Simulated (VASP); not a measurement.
A run of VASP 6.6.1:

File INCAR:

```
PREC = Accurate ; ENCUT = 520
EDIFF = 1E-6 ; ISMEAR = -1
SIGMA = 0.05 ; LREAL = False
LASPH = True ; NELM = 80
ALGO = Normal ; ISIF = 2
LWAVE = False ; LCHARG = False
GGA = PS ; NBANDS = 44
```

KPOINTS

```
Automatic mesh
0
Gamma
  6 6 4
```

POSCAR

```
SiO2
1.0
    5.0306291957      0.0000000000      0.0000000000
    0.0000000000      5.0306291957      0.0000000000
    0.0000000000      0.0000000000      7.0127692232
Si O
4 8
Direct
    0.7977288114      0.7977288114      0.5000000000
    0.7022711886      0.2977288114      0.2500000000
    0.2977288114      0.7022711886      0.7500000000
    0.2022711886      0.2022711886      0.0000000000
    0.7602509930      0.1011847063      0.4279690063
    0.8988152937      0.2397490070      0.0720309937
    0.1011847063      0.7602509930      0.5720309937
    0.2602509930      0.3988152937      0.8220309937
    0.2397490070      0.8988152937      0.9279690063
    0.7397490070      0.6011847063      0.3220309937
    0.3988152937      0.2602509930      0.1779690063
    0.6011847063      0.7397490070      0.6779690063
```

Potentials or basis: VASP PAW PBE potentials, release 64 (Si, O).

Run with:

```console
$ cat potpaw_PBE.64/Si/POTCAR potpaw_PBE.64/O/POTCAR > POTCAR
$ mpirun -np 1 vasp_std > vasp.out
```

Hardware: 1 thread of Intel Xeon 8259CL (shared host).

Question: Estimate the wall time of this run.

Answer: It took 7.2 min on 1 thread of Intel Xeon 8259CL (shared host), peak memory 0.37 GiB. Counts: scf iterations 14, k points 30.
